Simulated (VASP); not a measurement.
# BaZnSbCl (P4/nmm) in VASP: notebook

BaZnSbCl is run at these levels: PBE, PBE+D4, revPBE; tasks: single point.

Everything below comes from runs of VASP 6.6.1. Logs are shortened: lines on timing, memory, paths and dates and some standing lists are left out, and cuts for length are marked.

**1. The cell of the first run**

The structure is tetragonal, space group P4/nmm (No. 129). Conventional cell: a = 4.702 Å, b = 4.702 Å, c = 10.360 Å, α = 90.00°, β = 90.00°, γ = 90.00°. Ba (site symmetry 4mm) has 4 Cl at 2.81 Å within 3.7 Å. Within 3.7 Å of Cl (site symmetry -4m2) lie 4 Ba at 2.81 Å and 4 Cl at 3.32 Å. Zn (site symmetry -4m2) has 4 Sb at 2.91 Å and 4 Zn at 3.32 Å within 3.8 Å. Sb (site symmetry 4mm) has 4 Zn at 2.91 Å within 3.8 Å.

**2. Single point, PBE**

The input, INCAR:

```
SYSTEM = BaZnSbCl
  PREC = Accurate
  ENCUT = 520
  EDIFF = 1E-7
  ISMEAR = -1
  SIGMA = 0.1
  LREAL = .False.
  LASPH = .True.
  NELM = 100
  ALGO = Normal
  ISIF = 2
  LWAVE = .False.
  LCHARG = .True.
  GGA = PE
  LELF = .True.
  LVHAR = .True.
  NBANDS = 44
```

The input, KPOINTS:

```
Automatic mesh
0
Gamma
  4 4 2
  0 0 0
```

The input, POSCAR:

```
BaZnSbCl
1.0
    4.7021810000      0.0000000000      0.0000000000
    0.0000000000      4.7021810000      0.0000000000
    0.0000000000      0.0000000000     10.3602020000
Ba Cl Zn Sb
2 2 2 2
Direct
    0.7500000000      0.7500000000      0.3507900000
    0.2500000000      0.2500000000      0.6492100000
    0.2500000000      0.7500000000      0.5000000000
    0.7500000000      0.2500000000      0.5000000000
    0.2500000000      0.7500000000      0.0000000000
    0.7500000000      0.2500000000      0.0000000000
    0.2500000000      0.2500000000      0.1660400000
    0.7500000000      0.7500000000      0.8339600000
```

Potentials or basis: VASP PAW PBE potentials, release 64 (Ba_sv, Cl, Zn, Sb).

Run with:

```console
$ cat potpaw_PBE.64/Ba_sv/POTCAR potpaw_PBE.64/Cl/POTCAR potpaw_PBE.64/Zn/POTCAR potpaw_PBE.64/Sb/POTCAR > POTCAR
$ mpirun -np 1 vasp_std > vasp.out
```

OUTCAR:

```text
SYSTEM = BaZnSbCl
   PREC = Accurate
   ENCUT = 520
   EDIFF = 1E-7
   ISMEAR = -1
   LREAL = .False.
   LASPH = .True.
   NELM = 100
   ISIF = 2
   GGA = PE

 ion  position               nearest neighbor table
   1  0.750  0.750  0.351-   3 2.81   4 2.81   4 2.81   3 2.81   7 3.84   7 3.84   7 3.84   7 3.84
                             2 4.54   2 4.54   2 4.54   2 4.54
   2  0.250  0.250  0.649-   3 2.81   4 2.81   3 2.81   4 2.81   8 3.84   8 3.84   8 3.84   8 3.84
                             1 4.54   1 4.54   1 4.54   1 4.54
   3  0.250  0.750  0.500-   1 2.81   2 2.81   2 2.81   1 2.81
   4  0.750  0.250  0.500-   1 2.81   2 2.81   1 2.81   2 2.81
   5  0.250  0.750  0.000-   7 2.91   8 2.91   7 2.91   8 2.91
   6  0.750  0.250  0.000-   7 2.91   8 2.91   8 2.91   7 2.91
   7  0.250  0.250  0.166-   5 2.91   6 2.91   5 2.91   6 2.91   1 3.84   1 3.84   1 3.84   1 3.84

   8  0.750  0.750  0.834-   5 2.91   6 2.91   6 2.91   5 2.91   2 3.84   2 3.84   2 3.84   2 3.84

  LATTYP: Found a simple tetragonal cell.
 ALAT       =     4.7021810000
 C/A-ratio  =     2.2032758841

  Lattice vectors:

 A1 = (   4.7021810000,   0.0000000000,   0.0000000000)
 A2 = (   0.0000000000,   4.7021810000,   0.0000000000)
 A3 = (   0.0000000000,   0.0000000000,  10.3602020000)

Analysis of symmetry for initial positions (statically):
=====================================================================
 Subroutine PRICEL returns:
 Original cell was already a primitive cell.

 Routine SETGRP: Setting up the symmetry group for a
 simple tetragonal supercell.

 Subroutine GETGRP returns: Found 16 space group operations
 (whereof  4 operations were pure point group operations)
 out of a pool of 16 trial point group operations.

The static configuration has the point symmetry C_2h.
 The point group associated with its full space group is D_4h.

Analysis of symmetry for dynamics (positions and initial velocities):
=====================================================================
 Subroutine PRICEL returns:
 Original cell was already a primitive cell.

 Routine SETGRP: Setting up the symmetry group for a
 simple tetragonal supercell.

 Subroutine GETGRP returns: Found 16 space group operations
 (whereof  4 operations were pure point group operations)
 out of a pool of 16 trial point group operations.

The dynamic configuration has the point symmetry C_2h.
 The point group associated with its full space group is D_4h.

 Subroutine INISYM returns: Found 16 space group operations
 (whereof  4 operations are pure point group operations),
 and found     1 'primitive' translations

----------------------------------------------------------------------------------------

                                     Primitive cell

  volume of cell :     229.0693

  direct lattice vectors                    reciprocal lattice vectors
     4.702181000  0.000000000  0.000000000     0.212667271  0.000000000  0.000000000
     0.000000000  4.702181000  0.000000000     0.000000000  0.212667271  0.000000000
     0.000000000  0.000000000 10.360202000     0.000000000  0.000000000  0.096523215

  length of vectors
     4.702181000  4.702181000 10.360202000     0.212667271  0.212667271  0.096523215

  position of ions in fractional coordinates (direct lattice)
     0.750000000  0.750000000  0.350790000
     0.250000000  0.250000000  0.649210000
     0.250000000  0.750000000  0.500000000
     0.750000000  0.250000000  0.500000000
     0.250000000  0.750000000  0.000000000
     0.750000000  0.250000000  0.000000000
     0.250000000  0.250000000  0.166040000
     0.750000000  0.750000000  0.833960000

  ion indices of the primitive-cell ions
   primitive index   ion index
                 1           1
                 2           2
                 3           3
                 4           4
                 5           5
                 6           6
                 7           7
                 8           8

----------------------------------------------------------------------------------------

 KPOINTS: Automatic mesh

Automatic generation of k-mesh.
 Grid dimensions read from file:
 generate k-points for:    4    4    2

 Generating k-lattice:

  Cartesian coordinates                     Fractional coordinates (reciprocal lattice)
     0.053166818  0.000000000  0.000000000     0.250000000  0.000000000  0.000000000
     0.000000000  0.053166818  0.000000000     0.000000000  0.250000000  0.000000000
     0.000000000  0.000000000  0.048261607     0.000000000  0.000000000  0.500000000

  Length of vectors
     0.053166818  0.053166818  0.048261607

  Shift w.r.t. Gamma in fractional coordinates (k-lattice)
     0.000000000  0.000000000  0.000000000

 Subroutine IBZKPT returns following result:
 ===========================================

 Found     12 irreducible k-points:

 Following reciprocal coordinates:
            Coordinates               Weight
  0.000000  0.000000  0.000000      1.000000
  0.250000  0.000000  0.000000      4.000000
  0.500000  0.000000  0.000000      2.000000
  0.250000  0.250000  0.000000      4.000000
  0.500000  0.250000  0.000000      4.000000
  0.500000  0.500000  0.000000      1.000000
  0.000000  0.000000  0.500000      1.000000
  0.250000  0.000000  0.500000      4.000000
  0.500000  0.000000  0.500000      2.000000
  0.250000  0.250000  0.500000      4.000000
  0.500000  0.250000  0.500000      4.000000
  0.500000  0.500000  0.500000      1.000000
   k-points           NKPTS =     12   k-points in BZ     NKDIM =     12   number of bands    NBANDS=     44
   number of dos      NEDOS =    301   number of ions     NIONS =      8
   total plane-waves  NPLWV = 103680
   dimension x,y,z NGX =    36 NGY =   36 NGZ =   80
   dimension x,y,z NGXF=    72 NGYF=   72 NGZF=  160
   ions per type =               2   2   2   2
   NGX,Y,Z   is equivalent  to a cutoff of  12.73, 12.73, 12.84 a.u.
   NGXF,Y,Z  is equivalent  to a cutoff of  25.46, 25.46, 25.67 a.u.
 SYSTEM =  BaZnSbCl
   PREC   = accura    normal or accurate (medium, high low for compatibility)
   ISTART =      0    job   : 0-new  1-cont  2-samecut
   ICHARG =      2    charge: 1-file 2-atom 10-const
   ISPIN  =      1    spin polarized calculation?
   LNONCOLLINEAR =      F non collinear calculations
   LSORBIT =      F    spin-orbit coupling
   LASPH  =      T    aspherical Exc in radial PAW
   ENCUT  =  520.0 eV  38.22 Ry    6.18 a.u.   8.74  8.74 19.26*2*pi/ulx,y,z
   NELM   =    100;   NELMIN=  2; NELMDL= -5     # of ELM steps
   EDIFF  = 0.1E-06   stopping-criterion for ELM
   LREAL  =      F    real-space projection
   EDIFFG = 0.1E-05   stopping-criterion for IOM
   NSW    =      0    number of steps for IOM
   IBRION =     -1    ionic relax: 0-MD 1-quasi-New 2-CG
   NFREE  =      0    steps in history (QN), initial steepest desc. (CG)
   ISIF   =      2    stress and relaxation
   ISYM   =      2    0-nonsym 1-usesym 2-fastsym
   POTIM  = 0.5000    time-step for ionic-motion
   TEBEG  =    0.0;   TEEND  =   0.0 temperature during run
   PSTRESS=    0.0 pullay stress
   NELECT =      68.0000    total number of electrons
   NUPDOWN=      -1.0000    fix difference up-down
   EMIN   =  10.00;   EMAX   =-10.00  energy-range for DOS
   EFERMI =   0.00;   METHOD = LEGACY
   ISMEAR =    -1;   SIGMA  =   0.10  broadening in eV -4-tet -1-fermi 0-gaus
   EFERMI_NEDOS =   21; number of points for ismear=-14 and -15
   IALGO  =     38    algorithm
   IMIX   =      4    mixing-type and parameters
     AMIX     =   0.40;   BMIX     =  1.00
     AMIX_MAG =   1.60;   BMIX_MAG =  1.00
  volume/ion in A,a.u.               =      28.63       193.23
  Fermi-wavevector in a.u.,A,eV,Ry     =   1.092083  2.063737 16.226913  1.192644
  Thomas-Fermi vector in A             =   2.228341
   LORBIT       =      0    0 simple, 1 ext, 2 COOP (PROOUT), +10 PAW based schemes
   GGA     = PE    functional components
   LHFCALC =     F    Hartree Fock is set to
   AEXX    =    0.0000 exact exchange contribution
   IVDW    =     0    specifies the selected vdW correction
   LEPSILON=     F    determine dielectric tensor
   LRPA    =     F    only Hartree local field effects (RPA)
 non-spin polarized calculation
  energy-cutoff  :      520.00
  volume of cell :      229.07
 maximum number of plane-waves:      6191
 NGX is ok and might be reduce to    36
   NGX = 17   NGY = 17   NGZ = 39

 number of electron      67.9999946 magnetization

 Free energy of the ion-electron system (eV)
  ---------------------------------------------------
  ext. energy  EPLUGINS =         0.00000000
  ---------------------------------------------------
  free energy    TOTEN  =       -26.19125326 eV

  energy without entropy =      -26.15778926  energy(sigma->0) =      -26.17452126

 E-fermi :   4.1097     XC(G=0):  -9.1336

 val. band max:        4.0603808085   @ k =   0.0000   0.0000   0.0000
 cond. band min:       4.6440545934   @ k =   0.2500   0.0000   0.5000
 fundamental gap:      0.5836737849
 Fermi energy:         4.1096750849

 k-point     1 :       0.0000    0.0000    0.0000
  band No.  band energies     occupation
      1     -24.3374      2.00000
      2     -24.2642      2.00000
      3     -13.9836      2.00000
      4     -13.0666      2.00000
      5      -9.8579      2.00000
      6      -9.8579      2.00000
[... 36 lines left out ...]
     43       7.9158      0.00000
     44       7.9238      0.00000

 k-point     2 :       0.2500    0.0000    0.0000
  band No.  band energies     occupation
      1     -24.3175      2.00000
      2     -24.2656      2.00000
      3     -13.9606      2.00000
      4     -13.3639      2.00000
      5      -9.8036      2.00000
      6      -9.6958      2.00000
[... 462 lines left out ...]
 k-point    12 :       0.5000    0.5000    0.5000
  band No.  band energies     occupation
      1     -24.2638      2.00000
      2     -24.2638      2.00000
      3     -13.9410      2.00000
      4     -13.9410      2.00000
      5      -9.8264      2.00000
      6      -9.8264      2.00000
[... 36 lines left out ...]
     43       9.0093      0.00000
     44       9.1267      0.00000

------------------------ aborting loop because EDIFF is reached ----------------------------------------

  FORCE on cell =-STRESS in cart. coord.  units (eV):
  Direction    XX          YY          ZZ          XY          YZ          ZX
  --------------------------------------------------------------------------------------
  -------------------------------------------------------------------------------------
  Total        7.1533999      7.1533999      5.0745474      0.0000000     -0.0000000     -0.0000000
  in kB       50.0329582     50.0329582     35.4928596      0.0000000     -0.0000000     -0.0000000
  external PRESSURE =      45.1862587 kB  Pullay stress =       0.0000000 kB

 VOLUME and BASIS-vectors are now :
 -----------------------------------------------------------------------------
  energy-cutoff  :      520.00
  volume of cell :      229.07
      direct lattice vectors                 reciprocal lattice vectors
     4.702181000  0.000000000  0.000000000     0.212667271  0.000000000  0.000000000
     0.000000000  4.702181000  0.000000000     0.000000000  0.212667271  0.000000000
     0.000000000  0.000000000 10.360202000     0.000000000  0.000000000  0.096523215

 POSITION                                       TOTAL-FORCE (eV/Angst)
 -----------------------------------------------------------------------------------
      3.52664      3.52664      3.63426         0.000000      0.000000     -3.379215
      1.17555      1.17555      6.72595        -0.000000      0.000000      3.379215
      1.17555      3.52664      5.18010        -0.000000      0.000000     -0.000000
      3.52664      1.17555      5.18010         0.000000      0.000000     -0.000000
      1.17555      3.52664      0.00000        -0.000000     -0.000000      0.000000
      3.52664      1.17555      0.00000         0.000000     -0.000000      0.000000
      1.17555      1.17555      1.72021        -0.000000      0.000000     -0.573938
      3.52664      3.52664      8.63999         0.000000      0.000000      0.573938
 -----------------------------------------------------------------------------------
    total drift:                                0.000000      0.000000      0.000000

  FREE ENERGIE OF THE ION-ELECTRON SYSTEM (eV)
  ---------------------------------------------------
  free  energy   TOTEN  =       -26.1912532607 eV

  energy  without entropy=      -26.1577892560  energy(sigma->0) =      -26.17452126
```

Run time: 3.6 min. Hardware: 1 thread of Oxide Virtual Turin-like, shared host; peak memory 0.34 GiB.

Results:

| Property | Result |
| --- | --- |
| Free energy | -26.1913 eV |
| Pressure | 4.5 GPa |
| Largest force | 3.379 eV/Å |
| Band gap on the k mesh | zero (band 34 reaches 4.06 eV, above the bottom of band 35 at 3.99 eV) |

Forces on the atoms (eV/Å):
```
Ba   0.000  0.000 -3.379
Ba   0.000  0.000  3.379
Cl   0.000  0.000  0.000
Cl   0.000  0.000  0.000
Zn   0.000  0.000  0.000
Zn   0.000  0.000  0.000
Sb   0.000  0.000 -0.574
Sb   0.000  0.000  0.574
```

Stress tensor (GPa, compression positive):
```
5.00 0.00 0.00
0.00 5.00 0.00
0.00 0.00 3.55
```

Caveat: spin-orbit coupling is left out, which moves the levels of the heavy elements; forces of over 1 eV/Å act on the atoms, so gaps and moduli don't describe the material at rest.

(Continued in part 2 of 2.)
